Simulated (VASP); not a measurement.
A run of VASP 6.6.1 is set up as follows.

Contents of INCAR:

```
SYSTEM = TaN
ALGO = Normal ; EDIFF = 1E-6
ENCUT = 520 ; GGA = PE
ISIF = 2 ; ISMEAR = -1
LASPH = .True. ; LCHARG = .False.
LREAL = .False. ; LWAVE = .False.
NBANDS = 15 ; NELM = 60
PREC = Accurate ; SIGMA = 0.08
```

Contents of KPOINTS:

```
k-points
0
Gamma
  16 16 16
  0 0 0
```

Contents of POSCAR:

```
TaN
1.0
    0.0000000000      2.0882321802      2.0882321802
    2.0882321802      0.0000000000      2.0882321802
    2.0882321802      2.0882321802      0.0000000000
Ta N
1 1
Direct
    0.0000000000      0.0000000000      0.0000000000
    0.2500000000      0.2500000000      0.2500000000
```

Potentials or basis: VASP PAW PBE potentials, release 64 (Ta_pv, N).

Run with:

```console
$ cat potpaw_PBE.64/Ta_pv/POTCAR potpaw_PBE.64/N/POTCAR > POTCAR
$ mpirun -np 1 vasp_std > vasp.out
```

Problem. Estimate the band gap on the k mesh.

Solution. Zero (bands 8 and 9 overlap by 1.25 eV).

Problem. What does it give for the pressure?

Solution. 218.2 GPa.

Caveat: the cell stands under pressure; spin-orbit coupling is left out, which moves the levels of the heavy elements.
